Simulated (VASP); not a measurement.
# PbO (WC type) (P-6m2) in VASP: relaxation of cell and atoms with r2SCAN

Aim: the relaxation of cell and atoms of PbO (WC type) with r2SCAN.

Program: VASP 6.6.1. These are calculated values, not measurements. Logs are shortened: lines on timing, memory, paths and dates and some standing lists are left out, and cuts for length are marked.

**1. The cell of the first run**

Symmetry: P-6m2, No. 187, hexagonal system. The conventional cell has a = 3.057 Å, b = 3.057 Å, c = 2.995 Å, α = 90.00°, β = 90.00°, γ = 120.00°. Pb (site symmetry -6m2) has 6 O at 2.31 Å and 8 Pb at 3.00 to 3.06 Å within 3.1 Å. O (site symmetry -6m2) has 6 Pb at 2.31 Å and 8 O at 3.00 to 3.06 Å within 3.1 Å.

**2. Relaxation of cell and atoms, r2SCAN, target pressure 58 GPa, at which the enthalpy is minimised**

Contents of POSCAR:

```
PbO
1.0
    3.0565311899      0.0000000000      0.0000000000
   -1.5282655950      2.6470336579      0.0000000000
    0.0000000000      0.0000000000      2.9954005661
Pb O
1 1
Direct
    0.0000000000      0.0000000000      0.0000000000
    0.3333333333      0.6666666667      0.5000000000
```

Contents of INCAR.step1:

```
PREC = Accurate ; ENCUT = 600
ISMEAR = -1 ; SIGMA = 0.08
LREAL = False ; LASPH = True
NELM = 60 ; GGA = PE
ALGO = Normal ; EDIFF = 1E-4
LWAVE = True ; LCHARG = False
```

Contents of INCAR.step2:

```
PREC = Accurate ; ENCUT = 600
EDIFF = 1E-6 ; ISMEAR = -1
SIGMA = 0.08 ; LREAL = False
LASPH = True ; NELM = 60
ALGO = Normal ; ISIF = 3
LWAVE = False ; LCHARG = False
METAGGA = R2SCAN ; LMIXTAU = True
IBRION = 2 ; NSW = 60
EDIFFG = -0.005 ; PSTRESS = 580.0
ISTART = 1
```

Contents of KPOINTS:

```
regular mesh
0
Gamma
  15 15 13
```

Potentials or basis: VASP PAW PBE potentials, release 64 (Pb_d, O).

The run is started by

```bash
$ cat potpaw_PBE.64/Pb_d/POTCAR potpaw_PBE.64/O/POTCAR > POTCAR
$ cp INCAR.step1 INCAR
$ mpirun -np 1 vasp_std > vasp.out
$ cp INCAR.step2 INCAR
$ mpirun -np 1 vasp_std > vasp.out
```

OUTCAR:

```text
PREC = Accurate
   ENCUT = 600
   EDIFF = 1E-6
   ISMEAR = -1
   LREAL = False
   LASPH = True
   NELM = 60
   ISIF = 3
   METAGGA = R2SCAN
   IBRION = 2
   NSW = 60
   EDIFFG = -0.005
   PSTRESS = 580.0
   ISTART = 1

 ion  position               nearest neighbor table
   1  0.000  0.000  0.000-   2 2.31   2 2.31   2 2.31   2 2.31   2 2.31   2 2.31
   2  0.333  0.667  0.500-   1 2.31   1 2.31   1 2.31   1 2.31   1 2.31   1 2.31

  LATTYP: Found a hexagonal cell.
 ALAT       =     3.0565311899
 C/A-ratio  =     0.9800000000

  Lattice vectors:

 A1 = (   3.0565311899,   0.0000000000,   0.0000000000)
 A2 = (  -1.5282655950,   2.6470336579,   0.0000000000)
 A3 = (   0.0000000000,   0.0000000000,   2.9954005661)

Analysis of symmetry for initial positions (statically):
=====================================================================
 Subroutine PRICEL returns:
 Original cell was already a primitive cell.

 Routine SETGRP: Setting up the symmetry group for a
 hexagonal supercell.

 Subroutine GETGRP returns: Found 12 space group operations
 (whereof 12 operations were pure point group operations)
 out of a pool of 24 trial point group operations.

The static configuration has the point symmetry D_3h.

Analysis of symmetry for dynamics (positions and initial velocities):
=====================================================================
 Subroutine PRICEL returns:
 Original cell was already a primitive cell.

 Routine SETGRP: Setting up the symmetry group for a
 hexagonal supercell.

 Subroutine GETGRP returns: Found 12 space group operations
 (whereof 12 operations were pure point group operations)
 out of a pool of 24 trial point group operations.

The dynamic configuration has the point symmetry D_3h.

 Subroutine INISYM returns: Found 12 space group operations
 (whereof 12 operations are pure point group operations),
 and found     1 'primitive' translations

----------------------------------------------------------------------------------------

                                     Primitive cell

  volume of cell :      24.2350

  direct lattice vectors                    reciprocal lattice vectors
     3.056531190  0.000000000  0.000000000     0.327168263  0.188890685  0.000000000
    -1.528265595  2.647033658  0.000000000     0.000000000  0.377781369  0.000000000
     0.000000000  0.000000000  2.995400566     0.000000000  0.000000000  0.333845166

  length of vectors
     3.056531190  3.056531190  2.995400566     0.377781369  0.377781369  0.333845166

  position of ions in fractional coordinates (direct lattice)
     0.000000000  0.000000000  0.000000000
     0.333333333  0.666666667  0.500000000

  ion indices of the primitive-cell ions
   primitive index   ion index
                 1           1
                 2           2

----------------------------------------------------------------------------------------

 KPOINTS: regular mesh

Automatic generation of k-mesh.
 Grid dimensions read from file:
 generate k-points for:   15   15   13

 Generating k-lattice:

  Cartesian coordinates                     Fractional coordinates (reciprocal lattice)
     0.021811218  0.012592712  0.000000000     0.066666667  0.000000000  0.000000000
     0.000000000  0.025185425  0.000000000     0.000000000  0.066666667  0.000000000
     0.000000000  0.000000000  0.025680397     0.000000000  0.000000000  0.076923077

  Length of vectors
     0.025185425  0.025185425  0.025680397

  Shift w.r.t. Gamma in fractional coordinates (k-lattice)
     0.000000000  0.000000000  0.000000000

 Subroutine IBZKPT returns following result:
 ===========================================

 Found    189 irreducible k-points:

 Following reciprocal coordinates:
            Coordinates               Weight
  0.000000  0.000000  0.000000      1.000000
  0.066667 -0.000000  0.000000      6.000000
  0.133333 -0.000000  0.000000      6.000000
  0.200000  0.000000  0.000000      6.000000
  0.266667 -0.000000  0.000000      6.000000
  0.333333  0.000000  0.000000      6.000000
[... 16 lines left out ...]
  0.333333  0.200000  0.000000     12.000000
  0.400000  0.200000  0.000000      6.000000
 [... further k-points ...]
   k-points           NKPTS =    189   k-points in BZ     NKDIM =    189   number of bands    NBANDS=     14
   number of dos      NEDOS =    301   number of ions     NIONS =      2
   total plane-waves  NPLWV =  13824
   dimension x,y,z NGX =    24 NGY =   24 NGZ =   24
   dimension x,y,z NGXF=    48 NGYF=   48 NGZF=   48
   ions per type =               1   1
   NGX,Y,Z   is equivalent  to a cutoff of  13.05, 13.05, 13.32 a.u.
   NGXF,Y,Z  is equivalent  to a cutoff of  26.11, 26.11, 26.64 a.u.
 SYSTEM =  unknown system
   PREC   = accura    normal or accurate (medium, high low for compatibility)
   ISTART =      1    job   : 0-new  1-cont  2-samecut
   ICHARG =      0    charge: 1-file 2-atom 10-const
   ISPIN  =      1    spin polarized calculation?
   LNONCOLLINEAR =      F non collinear calculations
   LSORBIT =      F    spin-orbit coupling
   LASPH  =      T    aspherical Exc in radial PAW
   ENCUT  =  600.0 eV  44.10 Ry    6.64 a.u.   6.10  6.10  5.98*2*pi/ulx,y,z
   NELM   =     60;   NELMIN=  2; NELMDL=  0     # of ELM steps
   EDIFF  = 0.1E-05   stopping-criterion for ELM
   LREAL  =      F    real-space projection
   EDIFFG = -.5E-02   stopping-criterion for IOM
   NSW    =     60    number of steps for IOM
   IBRION =      2    ionic relax: 0-MD 1-quasi-New 2-CG
   NFREE  =      1    steps in history (QN), initial steepest desc. (CG)
   ISIF   =      3    stress and relaxation
   ISYM   =      2    0-nonsym 1-usesym 2-fastsym
   POTIM  = 0.5000    time-step for ionic-motion
   TEBEG  =    0.0;   TEEND  =   0.0 temperature during run
   PSTRESS=  580.0 pullay stress
   NELECT =      20.0000    total number of electrons
   NUPDOWN=      -1.0000    fix difference up-down
   EMIN   =  10.00;   EMAX   =-10.00  energy-range for DOS
   EFERMI =   0.00;   METHOD = LEGACY
   ISMEAR =    -1;   SIGMA  =   0.08  broadening in eV -4-tet -1-fermi 0-gaus
   EFERMI_NEDOS =   21; number of points for ismear=-14 and -15
   IALGO  =     38    algorithm
   IMIX   =      4    mixing-type and parameters
     AMIX     =   0.40;   BMIX     =  1.00
     AMIX_MAG =   1.60;   BMIX_MAG =  1.00
  volume/ion in A,a.u.               =      12.12        81.77
  Fermi-wavevector in a.u.,A,eV,Ry     =   1.535573  2.901812 32.082320  2.357984
  Thomas-Fermi vector in A             =   2.642342
   LORBIT       =      0    0 simple, 1 ext, 2 COOP (PROOUT), +10 PAW based schemes
   METAGGA = R2SCAN    functional components
   LHFCALC =     F    Hartree Fock is set to
   AEXX    =    0.0000 exact exchange contribution
   IVDW    =     0    specifies the selected vdW correction
   LEPSILON=     F    determine dielectric tensor
   LRPA    =     F    only Hartree local field effects (RPA)
 conjugate gradient relaxation of ions
 non-spin polarized calculation
  energy-cutoff  :      600.00
  volume of cell :       24.24
 maximum number of plane-waves:       828
   NGX = 13   NGY = 13   NGZ = 11

--------------------------------------- Ionic step        1  -------------------------------------------

 number of electron      19.9999999 magnetization

 Free energy of the ion-electron system (eV)
  ---------------------------------------------------
  ext. energy  EPLUGINS =         0.00000000
  ---------------------------------------------------
  free energy    TOTEN  =       -62.13535562 eV

  energy without entropy =      -62.13265165  energy(sigma->0) =      -62.13400364

------------------------ aborting loop because EDIFF is reached ----------------------------------------

  FORCE on cell =-STRESS in cart. coord.  units (eV):
  Direction    XX          YY          ZZ          XY          YZ          ZX
  --------------------------------------------------------------------------------------
  -------------------------------------------------------------------------------------
  Total       11.1497710     11.1497710     13.9256138     -0.0000000      0.0000000      0.0000000
  in kB      737.1117391    737.1117391    920.6228014     -0.0000000      0.0000000      0.0000000
  external PRESSURE =     218.2820932 kB  Pullay stress =     580.0000000 kB
[... 25 lines left out ...]
--------------------------------------- Ionic step        2  -------------------------------------------

 number of electron      20.0000003 magnetization

 E-fermi :   8.5661     XC(G=0): -12.2018

 val. band max:        8.5593745429   @ k =   0.3333   0.2667   0.0000
 cond. band min:       8.6752917806   @ k =   0.3333   0.3333   0.3846
 fundamental gap:      0.1159172376
 Fermi energy:         8.5660829284

 k-point     1 :       0.0000    0.0000    0.0000
  band No.  band energies     occupation
      1     -11.3929      2.00000
      2      -9.2831      2.00000
      3      -9.1993      2.00000
      4      -9.1993      2.00000
      5      -8.6668      2.00000
      6      -8.6668      2.00000
      7      -0.0521      2.00000
      8       4.2279      2.00000
      9       6.0582      2.00000
     10       6.0582      2.00000
     11      17.2342      0.00000
     12      17.5577      0.00000
     13      17.5577      0.00000
     14      17.6800      0.00000
[... 377 lines left out ...]
      1     -10.7566      2.00000
      2      -9.0801      2.00000
      3      -8.9377      2.00000
      4      -8.8913      2.00000
      5      -8.7888      2.00000
      6      -8.4825      2.00000
      7      -0.2813      2.00000
      8       3.4494      2.00000
      9       5.7074      2.00000
     10       8.0775      1.99556
     11       9.7044      0.00000
     12      12.9189      0.00000
     13      16.5252      0.00000
     14      21.1301      0.00000

 [... further k-points ...]
[... 5 lines left out ...]
  --------------------------------------------------------------------------------------
  -------------------------------------------------------------------------------------
  Total        3.7866308      3.7866308      1.0837047     -0.0000000     -0.0000000     -0.0000000
  in kB      199.1720214    199.1720214     57.0015055     -0.0000000     -0.0000000     -0.0000000
  external PRESSURE =    -428.2181505 kB  Pullay stress =     580.0000000 kB
[... 59 lines left out ...]
  energy  without entropy=      -62.8493581076  energy(sigma->0) =      -62.85048753

  enthalpy is  TOTEN    =       -53.4765283937 eV   P V=        9.3750885571

[... ionic steps 4 to 7 ...]

--------------------------------------- Ionic step        8  -------------------------------------------

 number of electron      20.0000005 magnetization

------------------------ aborting loop because EDIFF is reached ----------------------------------------
[... 71 lines left out ...]
--------------------------------------- Ionic step       10  -------------------------------------------

 number of electron      20.0000005 magnetization

 Free energy of the ion-electron system (eV)
  ---------------------------------------------------
  ext. energy  EPLUGINS =         0.00000000
  ---------------------------------------------------
  free energy    TOTEN  =       -62.70020962 eV

  energy without entropy =      -62.69722243  energy(sigma->0) =      -62.69871603

 E-fermi :  11.6002     XC(G=0): -13.3529

 val. band max:       11.5154734854   @ k =   0.3333   0.3333   0.1538
 cond. band min:      11.6214253444   @ k =   0.3333   0.2667   0.3846
 fundamental gap:      0.1059518591
 Fermi energy:        11.6002466155

 k-point     1 :       0.0000    0.0000    0.0000
  band No.  band energies     occupation
      1     -10.4197      2.00000
      2      -7.0165      2.00000
      3      -6.7332      2.00000
      4      -6.7332      2.00000
      5      -5.9604      2.00000
      6      -5.9604      2.00000
      7       2.8856      2.00000
      8       5.8506      2.00000
      9       8.0785      2.00000
     10       8.0785      2.00000
     11      20.6032      0.00000
     12      21.5281      0.00000
     13      21.5936      0.00000
     14      21.5936      0.00000
[... 377 lines left out ...]
      1      -9.3256      2.00000
      2      -6.6612      2.00000
      3      -6.4574      2.00000
      4      -6.3278      2.00000
      5      -6.1732      2.00000
      6      -5.6885      2.00000
      7       1.5263      2.00000
      8       4.9410      2.00000
      9       7.7893      2.00000
     10      11.2722      1.96740
     11      12.8497      0.00000
     12      16.5158      0.00000
     13      20.6150      0.00000
     14      24.6584      0.00000

 [... further k-points ...]
[... 5 lines left out ...]
  --------------------------------------------------------------------------------------
  -------------------------------------------------------------------------------------
  Total        9.1945146      9.1945146      9.2078139     -0.0000000     -0.0000000      0.0000000
  in kB      579.3916585    579.3916585    580.2297146     -0.0000000     -0.0000000      0.0000000
  external PRESSURE =      -0.3289895 kB  Pullay stress =     580.0000000 kB
[... 21 lines left out ...]
  energy  without entropy=      -62.6972224345  energy(sigma->0) =      -62.69871603

  enthalpy is  TOTEN    =       -53.4960411214 eV   P V=        9.2041685034

 reached required accuracy - stopping structural energy minimisation
```

It took 7.9 min on 1 thread of Intel Xeon 6975P-C (Granite Rapids), shared host; peak memory 0.22 GiB.

What came out:

```
Free energy                                                : -62.7002 eV
Relaxed volume                                             : 12.71 Å³/atom
Relaxed cell                                               : a = 3.046 Å, b = 3.046 Å, c = 3.165 Å, α = 90.00°, β = 90.00°, γ = 120.00°
Space group after relaxing (to 0.1 Å)                      : P-6m2 (No. 187)
Energy change on relaxing (the run minimises the enthalpy) : -282.4 meV/atom
Ionic steps                                                : 10
Pressure after relaxing                                    : 58.0 GPa
Band gap on the k mesh                                     : zero (bands 10 and 11 overlap by 1.80 eV)
```

Step by step:
| step | energy change (eV) | largest force (eV/Å) | pressure (GPa) | volume (Å³) |
| --- | --- | --- | --- | --- |
| 1 | 0.0000 | 0.0000 | 79.83 | 24.24 |
| 2 | -1.6153 | 0.0000 | 15.18 | 30.46 |
| 3 | -0.7163 | 0.0000 | 55.00 | 25.90 |
| 4 | -0.6744 | 0.0000 | 56.45 | 25.78 |
| 5 | -0.6630 | 0.0000 | 56.89 | 25.75 |
| 6 | -0.6045 | 0.0000 | 57.67 | 25.54 |
| 7 | -0.5572 | 0.0000 | 58.21 | 25.40 |
| 8 | -0.5598 | 0.0000 | 58.18 | 25.41 |
| 9 | -0.5784 | 0.0000 | 57.50 | 25.46 |
| 10 | -0.5649 | 0.0000 | 57.97 | 25.43 |

Final structure:
```yaml
crystal:
  lattice:
    - [3.04569, 0.00000, 0.00000]
    - [-1.52284, 2.63764, 0.00000]
    - [0.00000, 0.00000, 3.16494]
  atoms:
    - { symbol: Pb, position: [0.00000, 0.00000, 0.00000] }
    - { symbol: O, position: [0.33333, 0.66667, 0.50000] }
```

Caveat: the cell is relaxed towards a set pressure, so the run minimises the enthalpy, not the energy; the PAW data sets were made with another functional, which shifts forces and pressure a little; spin-orbit coupling is left out, which moves the levels of the heavy elements.

The gap in the log of VASP goes by the Fermi energy; the results here count the filled bands.